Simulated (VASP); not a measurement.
A run of VASP 6.6.1 is set up as follows.

Contents of INCAR:

```
PREC     = Accurate       # precision mode
ENCUT    = 600            # plane-wave cutoff, eV
EDIFF    = 1E-6           # SCF threshold, eV
ISMEAR   = 0              # smearing method
SIGMA    = 0.1            # smearing width, eV
LREAL    = False          # projectors in reciprocal space
LASPH    = True           # aspherical terms in the spheres
NELM     = 100            # most SCF steps
ALGO     = Normal         # electronic algorithm
ISIF     = 3              # what is computed and relaxed
LWAVE    = False          # write WAVECAR
LCHARG   = False          # write CHGCAR
GGA      = PE             # functional
IBRION   = 2              # ionic algorithm
NSW      = 100            # ionic steps
EDIFFG   = -0.01          # ionic threshold
```

File KPOINTS:

```
Automatic mesh
0
Gamma
  10 10 10
```

Contents of POSCAR:

```
Al4P
1.0
   -2.5018953914      2.5018953914      3.7310667094
    2.5018953914     -2.5018953914      3.7310667094
    2.5018953914      2.5018953914     -3.7310667094
Al P
4 1
Direct
    0.3183657211      0.3183657211      0.0000000000
    0.6816342789      0.6816342789      0.0000000000
    0.5000000000      0.0000000000      0.5000000000
    0.0000000000      0.5000000000      0.5000000000
    0.0000000000      0.0000000000      0.0000000000
```

Potentials or basis: VASP PAW PBE potentials, release 64 (Al, P).

The run is started by

```sh
$ cat potpaw_PBE.64/Al/POTCAR potpaw_PBE.64/P/POTCAR > POTCAR
$ mpirun -np 1 vasp_std > vasp.out
```

(1) Predict the space group after relaxing (to 0.1 Å).

(2) Estimate the relaxed volume.

(3) Estimate the relaxed cell.

## Answers

(1) I4/mmm (No. 139).

(2) 18.76 Å³/atom.

(3) a = 5.139 Å, b = 5.139 Å, c = 5.139 Å, α = 121.43°, β = 121.43°, γ = 87.54°.

Caveat: the highest band is partly filled, so the run has too few bands.
